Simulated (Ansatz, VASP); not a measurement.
# CoO: VASP beside Ansatz

INCAR

```
PREC = Accurate ; ENCUT = 700
EDIFF = 1E-6 ; ISMEAR = 0
SIGMA = 0.05 ; LREAL = F
LASPH = T ; NELM = 200
ALGO = Normal ; ISIF = 2
LWAVE = F ; LCHARG = F
ISPIN = 2 ; MAGMOM = 3 -3 0 0
LORBIT = 11 ; LMAXMIX = 4
LDAU = T ; LDAUTYPE = 2
LDAUL = 2 -1 ; LDAUU = 3.3 0
LDAUJ = 0 0 ; LDAUPRINT = 1
GGA = PE ; NBANDS = 35
GGA_COMPAT = F
```

KPOINTS

```
regular mesh
0
Gamma
  5 5 3
```

Contents of POSCAR:

```
CoO
1.0
    0.0000000000      2.1628257023     -2.1628257023
    0.0000000000      2.1628257023      2.1628257023
    4.3256514046      0.0000000000      0.0000000000
Co O
2 2
Direct
    0.0000000000      0.0000000000      0.0000000000
    0.5000000000      0.5000000000      0.5000000000
    0.0000000000      1.0000000000      0.5000000000
    0.5000000000      1.5000000000      1.0000000000
```

Input for Ansatz:

```yaml
crystal:
  lattice:
    - [0.0, 2.1628257023, -2.1628257023]
    - [0.0, 2.1628257023, 2.1628257023]
    - [4.3256514046, 0.0, 0.0]
  atoms:
    - { symbol: Co, position: [0.0, 0.0, 0.0], spin: 3.0 }
    - { symbol: O, position: [0.0, 1.0, 0.5] }
    - { symbol: Co, position: [0.5, 0.5, 0.5], spin: -3.0 }
    - { symbol: O, position: [0.5, 1.5, 1.0] }
basis:
  ecutwfc: 420
  ecutrho_ratio: 4
kpoints:
  mp_grid: { grid: [5, 5, 3] }
hamiltonian:
  xc: pbe
  hubbard: { sites: [{ species: Co, l: d, u_eff: 3.3 }] }
scf:
  occupations: { method: gaussian, width: 0.05 }
output:
  forces: true
  stress: true
  eigenvalues: true
  populations: true
  hubbard: { sites: [{ species: Co, l: d }] }
magnetization:
  spin_polarized: true
```

Alike in both runs: task single point; functional PBE; k mesh 5 × 5 × 3; occupations gaussian, width 0.05 eV; collinear spin; Hubbard terms Co d U = 3.3 eV.

|  | VASP | Ansatz |
| --- | --- | --- |
| version | VASP 6.6.1 | Ansatz 0.2.0 |
| potentials or method | VASP PAW PBE potentials, release 64 (Co_sv, O), cutoff 700 eV | scalar-relativistic, plane waves, PAW |
| valence electrons in the cell | 46 | 46 |

|  | VASP | Ansatz | Ansatz less VASP |
| --- | --- | --- | --- |
| gap on the k mesh at the Fermi level (eV) | 0.60 | 1.53 | +0.926 |
| least direct gap on the mesh (eV) | 1.29 | 2.32 | +1.031 |
| pressure (GPa) | -2.1 | 0.2 | +2.35 |
| net moment per atom (μB) | 0.00 | 0.00 | 0.000 |
| size of the moment on the site where the two differ most (μB) | 2.67 | 2.61 | -0.063 |

Site moments also hang on the region over which each program counts them. The programs project onto different local orbitals, so the same U acts differently, and such runs can settle in different states. Ansatz's warnings: stability check not made.

The k mesh is coarse, so the values compare programs but aren't converged.
